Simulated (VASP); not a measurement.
# Hf2N (P4_2/mnm) in VASP: a series of runs

The runs below take Hf2N through single point, with PBEsol.

Everything below comes from runs of VASP 6.6.1. Logs are shortened: lines on timing, memory, paths and dates and some standing lists are left out, and cuts for length are marked.

## 1. The cell of the first run

It takes space group P4_2/mnm (No. 136, tetragonal). Conventional cell: a = 5.368 Å, b = 5.368 Å, c = 3.141 Å, α = 90.00°, β = 90.00°, γ = 90.00°. Hf (site symmetry m2m) has 3 N at 2.21 to 2.24 Å within 2.9 Å. Within 2.9 Å of N (site symmetry mmm) lie 6 Hf at 2.21 to 2.24 Å.

## 2. Single point, PBEsol

INCAR

```
SYSTEM = Hf2N
ALGO = Fast
EDIFF = 1E-7
ENCUT = 520
GGA = PS
ISIF = 2
ISMEAR = 0
LASPH = .True.
LCHARG = .False.
LREAL = .False.
LWAVE = .False.
NBANDS = 34
NELM = 80
PREC = Accurate
SIGMA = 0.15
```

KPOINTS

```
k-points
0
Gamma
  10 10 16
  0 0 0
```

POSCAR

```
Hf2N
1.0
    5.3680895700      0.0000000000      0.0000000000
    0.0000000000      5.3680895700      0.0000000000
    0.0000000000      0.0000000000      3.1407994627
Hf N
4 2
Direct
    0.2954633019      0.2954633019      0.0000000000
    0.7045366981      0.7045366981      0.0000000000
    0.7954633019      0.2045366981      0.5000000000
    0.2045366981      0.7954633019      0.5000000000
    0.0000000000      0.0000000000      0.0000000000
    0.5000000000      0.5000000000      0.5000000000
```

Potentials or basis: VASP PAW PBE potentials, release 64 (Hf_pv, N).

On the command line:

```bash
$ cat potpaw_PBE.64/Hf_pv/POTCAR potpaw_PBE.64/N/POTCAR > POTCAR
$ mpirun -np 1 vasp_std > vasp.out
```

OUTCAR:

```text
SYSTEM = Hf2N
   EDIFF = 1E-7
   ENCUT = 520
   GGA = PS
   ISIF = 2
   ISMEAR = 0
   LASPH = .True.
   LREAL = .False.
   NELM = 80
   PREC = Accurate

 ion  position               nearest neighbor table
   1  0.295  0.295  0.000-   6 2.21   6 2.21   5 2.24   2 3.11   4 3.15   3 3.15   4 3.15   3 3.15
                             4 3.15   4 3.15   3 3.15   3 3.15   2 3.86   2 3.86
   2  0.705  0.705  0.000-   6 2.21   6 2.21   5 2.24   1 3.11   4 3.15   3 3.15   4 3.15   3 3.15
                             3 3.15   3 3.15   4 3.15   4 3.15   1 3.86   1 3.86
   3  0.795  0.205  0.500-   5 2.21   5 2.21   6 2.24   4 3.11   1 3.15   1 3.15   2 3.15   2 3.15
                             2 3.15   2 3.15   1 3.15   1 3.15   4 3.86   4 3.86
   4  0.205  0.795  0.500-   5 2.21   5 2.21   6 2.24   3 3.11   1 3.15   1 3.15   2 3.15   2 3.15
                             1 3.15   1 3.15   2 3.15   2 3.15   3 3.86   3 3.86
   5  0.000  0.000  0.000-   3 2.21   4 2.21   3 2.21   4 2.21   1 2.24   2 2.24
   6  0.500  0.500  0.500-   1 2.21   2 2.21   1 2.21   2 2.21   3 2.24   4 2.24

  LATTYP: Found a simple tetragonal cell.
 ALAT       =     5.3680895700
 C/A-ratio  =     0.5850870075

  Lattice vectors:

 A1 = (   5.3680895700,   0.0000000000,   0.0000000000)
 A2 = (   0.0000000000,   5.3680895700,   0.0000000000)
 A3 = (   0.0000000000,   0.0000000000,   3.1407994627)

Analysis of symmetry for initial positions (statically):
=====================================================================
 Subroutine PRICEL returns:
 Original cell was already a primitive cell.

 Routine SETGRP: Setting up the symmetry group for a
 simple tetragonal supercell.

 Subroutine GETGRP returns: Found 16 space group operations
 (whereof  8 operations were pure point group operations)
 out of a pool of 16 trial point group operations.

The static configuration has the point symmetry D_2h.
 The point group associated with its full space group is D_4h.

Analysis of symmetry for dynamics (positions and initial velocities):
=====================================================================
 Subroutine PRICEL returns:
 Original cell was already a primitive cell.

 Routine SETGRP: Setting up the symmetry group for a
 simple tetragonal supercell.

 Subroutine GETGRP returns: Found 16 space group operations
 (whereof  8 operations were pure point group operations)
 out of a pool of 16 trial point group operations.

The dynamic configuration has the point symmetry D_2h.
 The point group associated with its full space group is D_4h.

 Subroutine INISYM returns: Found 16 space group operations
 (whereof  8 operations are pure point group operations),
[... 104 lines left out ...]
   EDIFF  = 0.1E-06   stopping-criterion for ELM
   LREAL  =      F    real-space projection
   EDIFFG = 0.1E-05   stopping-criterion for IOM
   NSW    =      0    number of steps for IOM
   IBRION =     -1    ionic relax: 0-MD 1-quasi-New 2-CG
   NFREE  =      0    steps in history (QN), initial steepest desc. (CG)
   ISIF   =      2    stress and relaxation
   ISYM   =      2    0-nonsym 1-usesym 2-fastsym
   POTIM  = 0.5000    time-step for ionic-motion
   TEBEG  =    0.0;   TEEND  =   0.0 temperature during run
   PSTRESS=    0.0 pullay stress
   NELECT =      50.0000    total number of electrons
   NUPDOWN=      -1.0000    fix difference up-down
   EMIN   =  10.00;   EMAX   =-10.00  energy-range for DOS
   EFERMI =   0.00;   METHOD = LEGACY
   ISMEAR =     0;   SIGMA  =   0.15  broadening in eV -4-tet -1-fermi 0-gaus
   EFERMI_NEDOS =   21; number of points for ismear=-14 and -15
   IALGO  =     68    algorithm
   IMIX   =      4    mixing-type and parameters
     AMIX     =   0.40;   BMIX     =  1.00
     AMIX_MAG =   1.60;   BMIX_MAG =  1.00
  volume/ion in A,a.u.               =      15.08       101.79
  Fermi-wavevector in a.u.,A,eV,Ry     =   1.343296  2.538461 24.550939  1.804443
  Thomas-Fermi vector in A             =   2.471381
   LORBIT       =      0    0 simple, 1 ext, 2 COOP (PROOUT), +10 PAW based schemes
   GGA     = PS    functional components
   LHFCALC =     F    Hartree Fock is set to
   AEXX    =    0.0000 exact exchange contribution
   IVDW    =     0    specifies the selected vdW correction
   LEPSILON=     F    determine dielectric tensor
   LRPA    =     F    only Hartree local field effects (RPA)
 non-spin polarized calculation
 RMM-DIIS sequential band-by-band and
 Gauss-broadening in eV      SIGMA  =   0.15
  energy-cutoff  :      520.00
  volume of cell :       90.51
 maximum number of plane-waves:      2464
 NGX is ok and might be reduce to    40

 number of electron      49.9999992 magnetization

 Free energy of the ion-electron system (eV)
  ---------------------------------------------------
  ext. energy  EPLUGINS =         0.00000000
  ---------------------------------------------------
  free energy    TOTEN  =       -67.41734307 eV

  energy without entropy =      -67.38872566  energy(sigma->0) =      -67.40303437

 E-fermi :   5.8750     XC(G=0): -12.1572

 val. band max:        5.8709972196   @ k =   0.3000   0.2000   0.3125
 cond. band min:       5.8763834993   @ k =   0.4000   0.1000   0.2500
 fundamental gap:      0.0053862797
 Fermi energy:         5.8749888482

 k-point     1 :       0.0000    0.0000    0.0000
  band No.  band energies     occupation
      1     -25.2388      2.00000
      2     -24.7468      2.00000
      3     -24.6893      2.00000
      4     -24.6893      2.00000
      5     -24.3522      2.00000
      6     -24.2776      2.00000
[... 877 lines left out ...]
     33       9.0382      0.00000
     34       9.7969      0.00000

 [... further k-points ...]
[... 5 lines left out ...]
  --------------------------------------------------------------------------------------
  -------------------------------------------------------------------------------------
  Total       -2.6016667     -2.6016667      4.3998101      0.0000000      0.0000000      0.0000000
  in kB      -46.0556089    -46.0556089     77.8869675      0.0000000      0.0000000      0.0000000
  external PRESSURE =      -4.7414167 kB  Pullay stress =       0.0000000 kB

 VOLUME and BASIS-vectors are now :
 -----------------------------------------------------------------------------
  energy-cutoff  :      520.00
  volume of cell :       90.51
      direct lattice vectors                 reciprocal lattice vectors
     5.368089570  0.000000000  0.000000000     0.186286012  0.000000000  0.000000000
     0.000000000  5.368089570  0.000000000     0.000000000  0.186286012  0.000000000
     0.000000000  0.000000000  3.140799463     0.000000000  0.000000000  0.318390274

 POSITION                                       TOTAL-FORCE (eV/Angst)
 -----------------------------------------------------------------------------------
      1.58607      1.58607      0.00000         0.043218      0.043218     -0.000000
      3.78202      3.78202      0.00000        -0.043218     -0.043218      0.000000
      4.27012      1.09797      1.57040         0.043218     -0.043218      0.000000
      1.09797      4.27012      1.57040        -0.043218      0.043218     -0.000000
      0.00000      0.00000      0.00000         0.000000     -0.000000      0.000000
      2.68404      2.68404      1.57040         0.000000     -0.000000      0.000000
 -----------------------------------------------------------------------------------
    total drift:                                0.000000      0.000000      0.000000

  FREE ENERGIE OF THE ION-ELECTRON SYSTEM (eV)
  ---------------------------------------------------
  free  energy   TOTEN  =       -67.4173430740 eV

  energy  without entropy=      -67.3887256632  energy(sigma->0) =      -67.40303437
```

Run time: 16 min. Hardware: 1 thread of Oxide Virtual Turin-like, shared host; peak memory 0.49 GiB.

What came out:

| Item | Value |
| --- | --- |
| Free energy | -67.4173 eV |
| Pressure | -0.5 GPa |
| Largest force | 0.061 eV/Å |
| Band gap on the k mesh | zero (bands 25 and 26 overlap by 2.63 eV) |

Forces in eV/Å, atoms in the order of the input:
```
Hf   0.043  0.043  0.000
Hf  -0.043 -0.043  0.000
Hf   0.043 -0.043  0.000
Hf  -0.043  0.043  0.000
N    0.000  0.000  0.000
N    0.000  0.000  0.000
```

Stress tensor (GPa, compression positive):
```
-4.61  0.00  0.00
 0.00 -4.61  0.00
 0.00  0.00  7.79
```

Caveat: the stress differs along the axes, from -5 to 8 GPa; the PAW data sets were made with another functional, which shifts forces and pressure a little; spin-orbit coupling is left out, which moves the levels of the heavy elements.

## 3. Single point, PBEsol

This run uses another cell than the first one, of the same volume but with other edges.

INCAR

```
SYSTEM = Hf2N
PREC     = Accurate       ! precision mode
ENCUT    = 520            ! plane-wave cutoff, eV
EDIFF    = 1E-7           ! SCF threshold, eV
ISMEAR   = 0              ! smearing method
SIGMA    = 0.15           ! smearing width, eV
LREAL    = .False.        ! projectors in reciprocal space
LASPH    = .True.         ! aspherical terms in the spheres
NELM     = 80             ! most SCF steps
ALGO     = Fast           ! electronic algorithm
ISIF     = 2              ! what is computed and relaxed
LWAVE    = .False.        ! write WAVECAR
LCHARG   = .True.         ! write CHGCAR
GGA      = PS             ! functional
LELF     = .True.         ! ELF
LVHAR    = .True.       
NBANDS   = 34             ! bands
```

KPOINTS

```
Automatic mesh
0
Gamma
  10 10 16
  0 0 0
```

POSCAR: that of step 2 with these lines changed.

```diff
@@ -2,5 +2,5 @@
 1.0
-    5.3680895700      0.0000000000      0.0000000000
-    0.0000000000      5.3680895700      0.0000000000
-    0.0000000000      0.0000000000      3.1407994627
+    5.2101120689      0.0000000000      0.0000000000
+    0.0000000000      5.2101120689      0.0000000000
+    0.0000000000      0.0000000000      3.3341534618
 Hf N
```

Potentials or basis: VASP PAW PBE potentials, release 64 (Hf_pv, N).

On the command line:

```bash
$ cat potpaw_PBE.64/Hf_pv/POTCAR potpaw_PBE.64/N/POTCAR > POTCAR
$ mpirun -np 1 vasp_std > vasp.out
```

Wall time 19 min (1 thread of Oxide Virtual Turin-like, shared host); peak memory 0.5 GiB.

The run converged. Its results:

* Free energy: -67.3782 eV
* Pressure: -1.0 GPa
* Largest force: 0.074 eV/Å
* Band gap on the k mesh: zero (bands 25 and 26 overlap by 2.63 eV)

Forces on the atoms (eV/Å):
```
Hf  -0.052 -0.052  0.000
Hf   0.052  0.052  0.000
Hf  -0.052  0.052  0.000
Hf   0.052 -0.052  0.000
N    0.000  0.000  0.000
N    0.000  0.000  0.000
```

Stress tensor (GPa, compression positive):
```
  3.59   0.00   0.00
  0.00   3.59   0.00
  0.00   0.00 -10.30
```

Levels at points of the mesh, in eV from the Fermi level:
```csv
k point,band 21,band 22,band 23,band 24,band 25,band 26,band 27,band 28,band 29,band 30
"(0.00, 0.00, 0.00)",-3.69,-2.13,0.02,0.58,1.06,1.21,1.21,1.44,1.44,1.67
"(0.50, 0.00, 0.00)",-2.40,-2.40,-1.04,-1.04,1.43,1.43,1.45,1.45,2.32,2.32
"(0.50, 0.50, 0.00)",-1.67,-1.67,-1.37,-1.37,0.98,0.98,1.61,1.61,1.64,1.64
"(0.00, 0.00, 0.50)",-1.59,-1.59,-1.30,-1.30,-1.19,-1.19,2.35,2.35,3.78,3.78
"(0.50, 0.00, 0.50)",-1.96,-1.96,-1.25,-1.25,-0.99,-0.99,1.83,1.83,3.96,3.96
"(0.50, 0.50, 0.50)",-1.81,-1.81,-0.74,-0.74,-0.69,-0.69,1.37,1.37,3.02,3.02
```

Caveat: the stress differs along the axes, from -10 to 4 GPa; the PAW data sets were made with another functional, which shifts forces and pressure a little; spin-orbit coupling is left out, which moves the levels of the heavy elements.
